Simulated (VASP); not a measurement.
Write the native input for VASP 6.6.1 that does the following.

```
Task                   : single point
Functional             : r2SCAN
Dispersion             : rVV10
Potentials or basis    : VASP PAW PBE potentials, release 64 (Hg, Te)
Cutoff                 : 520 eV
k mesh                 : 7 × 7 × 7
Occupations            : methfessel-paxton, width 0.05 eV
Spin                   : no spin polarisation
Dipole correction      : no
Further INCAR settings : ALGO = Normal; EDIFF = 1e-06; NBANDS = 16
```

Crystal: HgTe.

```xyz
2
Lattice="0.0000 3.1800 3.1800 3.1800 0.0000 3.1800 3.1800 3.1800 0.0000" Properties=species:S:1:pos:R:3 pbc="T T T"
Hg    0.0000    0.0000    0.0000
Te    3.1800    3.1800    3.1800
```

The input as run:

POSCAR

```
HgTe
1.0
    0.0000000000      3.1800000000      3.1800000000
    3.1800000000      0.0000000000      3.1800000000
    3.1800000000      3.1800000000      0.0000000000
Hg Te
1 1
Direct
    0.0000000000      0.0000000000      0.0000000000
    0.5000000000      0.5000000000      0.5000000000
```

INCAR.step1

```
SYSTEM = HgTe
PREC = Accurate
ENCUT = 520
ISMEAR = 1
SIGMA = 0.05
LREAL = .FALSE.
LASPH = .TRUE.
NELM = 80
NBANDS = 16
GGA = PE
ALGO = Normal
EDIFF = 1E-4
LWAVE = .TRUE.
LCHARG = .FALSE.
```

INCAR.step2

```
SYSTEM = HgTe
PREC = Accurate
ENCUT = 520
EDIFF = 1E-6
ISMEAR = 1
SIGMA = 0.05
LREAL = .FALSE.
LASPH = .TRUE.
NELM = 80
ALGO = Normal
ISIF = 2
LWAVE = .FALSE.
LCHARG = .FALSE.
METAGGA = R2SCAN
LMIXTAU = .TRUE.
LUSE_VDW = .TRUE.
IVDW_NL = 2
BPARAM = 11.95
CPARAM = 0.0093
NBANDS = 16
ISTART = 1
```

KPOINTS

```
Automatic mesh
0
G
  7 7 7
  0 0 0
```

Potentials or basis: VASP PAW PBE potentials, release 64 (Hg, Te).

Command:

```console
$ cat potpaw_PBE.64/Hg/POTCAR potpaw_PBE.64/Te/POTCAR > POTCAR
$ cp INCAR.step1 INCAR
$ mpirun -np 1 vasp_std > vasp.out
$ cp INCAR.step2 INCAR
$ mpirun -np 1 vasp_std > vasp.out
```

Results of the run:

The pressure is -5.7 GPa. The band gap on the k mesh is zero (band 9 reaches 3.01 eV, above the bottom of band 10 at 1.03 eV).

Caveat: the PAW data sets were made with another functional, which shifts forces and pressure a little; spin-orbit coupling is left out, which moves the levels of the heavy elements.

It took 3.4 min on 1 thread of Intel Xeon 8259CL, with other jobs on the host, peak memory 0.4 GiB.
